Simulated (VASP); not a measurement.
**CsSnI3: single point with r2SCAN**

The system is CsSnI3.

```
Cs Sn I
1.0
     6.24149    0.00000    0.00000
     0.00000    6.24149    0.00000
     0.00000    0.00000    5.99183
Cs Sn I
1 1 3
Direct
  0.00000 0.00000 0.00000
  0.50000 0.50000 0.50000
  0.50000 0.50000 0.00000
  0.50000 0.00000 0.50000
  0.00000 0.50000 0.50000
```

This cell differs from its parent crystal: uniaxial z strain -4.0%.

```
Program             : VASP 6.6.1
Task                : single point
Functional          : r2SCAN
Potentials or basis : VASP PAW PBE potentials, release 64 (Cs_sv, Sn_d, I)
Cutoff              : 520 eV
k mesh              : 4 × 4 × 4
Occupations         : fermi-dirac, width 0.02 eV
Spin                : no spin polarisation
```

The pressure is 0.9 GPa. The band gap on the k mesh is 0.17 eV.

Stress tensor (GPa, compression positive):
```
0.24 0.00 0.00
0.00 0.24 0.00
0.00 0.00 2.13
```

Levels at points of the mesh, in eV from the valence-band top:
```tsv
k point	band 19	band 20	band 21	band 22	band 23	band 24	band 25	band 26
(0.00, 0.00, 0.00)	-2.81	-2.68	-2.65	-2.65	2.35	3.02	3.14	3.38
(0.50, 0.00, 0.00)	-3.01	-2.80	-2.77	-1.98	1.01	3.87	4.01	4.22
(0.50, 0.50, 0.00)	-3.11	-3.03	-2.27	-1.14	0.73	0.73	4.35	4.56
(0.00, 0.00, 0.50)	-3.02	-2.81	-2.81	-1.62	1.11	4.02	4.07	4.22
(0.50, 0.00, 0.50)	-3.15	-3.03	-2.18	-0.81	0.59	0.86	3.87	4.41
(0.50, 0.50, 0.50)	-2.24	-2.17	-2.17	0.00	0.17	0.17	0.50	3.13
```

Run time: 3.5 min on 1 thread of Intel(R) Xeon(R) 6975P-C (Granite Rapids), on a shared host, peak memory 0.44 GiB.

Caveat: the cell differs from its parent crystal (uniaxial z strain -4.0%); the PAW data sets were made with another functional, which shifts forces and pressure a little; spin-orbit coupling is left out, which moves the levels of the heavy elements. A k mesh can miss the band edges.
